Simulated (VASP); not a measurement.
A run of VASP 6.6.1 is set up as follows.

File INCAR:

```
SYSTEM = Si
  PREC = Accurate
  ENCUT = 520
  EDIFF = 1E-6
  ISMEAR = 0
  SIGMA = 0.05
  LREAL = Auto
  LASPH = .True.
  NELM = 100
  ALGO = Normal
  ISIF = 2
  LWAVE = .False.
  LCHARG = .True.
  LDIPOL = .True.
  IDIPOL = 3
  DIPOL = 0.5 0.5 0.500
  GGA = PS
  LELF = .True.
  LVHAR = .True.
  LVACPOTAV = .True.
  NBANDS = 43
```

Contents of KPOINTS:

```
Automatic mesh
0
Gamma
  9 9 1
  0 0 0
```

The input POSCAR:

```
Si
1.0
    3.8417168278      0.0000000000      0.0000000000
    0.0000000000      3.8417168278      0.0000000000
    0.0000000000      0.0000000000     34.0155281425
Si
15
Direct
    0.0000000000      0.5000000000      0.2204875364
    0.0000000000      0.0000000000      0.2604178884
    0.5000000000      0.0000000000      0.3003482403
    0.5000000000      0.5000000000      0.3402785922
    0.0000000000      0.5000000000      0.3802089442
    0.0000000000      0.0000000000      0.4201392961
    0.5000000000      0.0000000000      0.4600696481
    0.5000000000      0.5000000000      0.5000000000
    0.0000000000      0.5000000000      0.5399303519
    0.0000000000      0.0000000000      0.5798607039
    0.5000000000      0.0000000000      0.6197910558
    0.5000000000      0.5000000000      0.6597214078
    0.0000000000      0.5000000000      0.6996517597
    0.0000000000      0.0000000000      0.7395821116
    0.5000000000      0.0000000000      0.7795124636
```

Potentials or basis: VASP PAW PBE potentials, release 64 (Si).

The run is started by

```console
$ cat potpaw_PBE.64/Si/POTCAR > POTCAR
$ mpirun -np 1 vasp_std > vasp.out
```

Problem. Predict the largest force.

Solution. 0.086 eV/Å.

Problem. Predict the band gap on the k mesh.

Solution. Zero (bands 30 and 31 overlap by 0.80 eV).

Forces on the atoms (eV/Å):
```
Si   0.000  0.000  0.072
Si   0.000  0.000 -0.024
Si   0.000  0.000  0.036
Si   0.000  0.000 -0.086
Si   0.000  0.000 -0.002
Si   0.000  0.000 -0.010
Si   0.000  0.000  0.011
Si   0.000  0.000  0.000
Si   0.000  0.000 -0.011
Si   0.000  0.000  0.010
Si   0.000  0.000  0.002
Si   0.000  0.000  0.086
Si   0.000  0.000 -0.036
Si   0.000  0.000  0.024
Si   0.000  0.000 -0.072
```

Caveat: the cell differs from its parent crystal (atoms taken out); the PAW data sets were made with another functional, which shifts forces and pressure a little.
